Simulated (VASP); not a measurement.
Here is a VASP 6.6.1 calculation.

POSCAR

```
C
1.0
    2.5031953710      0.0000000000      0.0000000000
   -1.2515976855      2.1678307819      0.0000000000
    0.0000000000      0.0000000000      4.3114446039
C
4
Direct
    0.3333333333      0.6666666667     -0.0003803633
    0.6666666667      0.3333333333      0.4996196367
    0.3333333333      0.6666666667      0.3753803633
    0.6666666667      0.3333333333      0.8753803633
```

The input INCAR.step1:

```
PREC     = Accurate       # precision mode
ENCUT    = 520            # plane-wave cutoff, eV
EDIFF    = 1E-5           # SCF threshold, eV
ISMEAR   = 0              # smearing method
SIGMA    = 0.01           # smearing width, eV
LREAL    = F              # projectors in reciprocal space
LASPH    = T              # aspherical terms in the spheres
NELM     = 60             # most SCF steps
ALGO     = Normal         # electronic algorithm
ISIF     = 2              # what is computed and relaxed
LWAVE    = T              # write WAVECAR
NBANDS   = 16             # bands
GGA      = PE             # functional
```

File INCAR.step2:

```
PREC     = Accurate       # precision mode
ENCUT    = 520            # plane-wave cutoff, eV
EDIFF    = 1E-6           # SCF threshold, eV
ISMEAR   = 0              # smearing method
SIGMA    = 0.01           # smearing width, eV
LREAL    = F              # projectors in reciprocal space
LASPH    = T              # aspherical terms in the spheres
NELM     = 60             # most SCF steps
ALGO     = Normal         # electronic algorithm
ISIF     = 2              # what is computed and relaxed
LWAVE    = F              # write WAVECAR
LCHARG   = T              # write CHGCAR
GGA      = PE             # functional
LHFCALC  = T              # exact exchange
HFSCREEN = 0.2079         # screening, 1/A
PRECFOCK = Normal       
LELF     = T              # ELF
LVHAR    = T            
NBANDS   = 16             # bands
ISTART   = 1
```

Contents of KPOINTS:

```
regular mesh
0
Gamma
  9 9 4
```

Potentials or basis: VASP PAW PBE potentials, release 64 (C).

Run with:

```bash
$ cat potpaw_PBE.64/C/POTCAR > POTCAR
$ cp INCAR.step1 INCAR
$ mpirun -np 1 vasp_std > vasp.out
$ cp INCAR.step2 INCAR
$ mpirun -np 1 vasp_std > vasp.out
```

(1) Predict the band gap on the k mesh.

(2) What does it give for the pressure?

## Answers

(1) 4.57 eV (least direct gap 5.62 eV).

(2) -18.5 GPa.

Caveat: the cell differs from its parent crystal (uniaxial z strain +3.4%); the cell stands under tension; the PAW data sets were made with another functional, which shifts forces and pressure a little; an odd mesh through Γ misses points on the zone boundary, where band edges can lie.
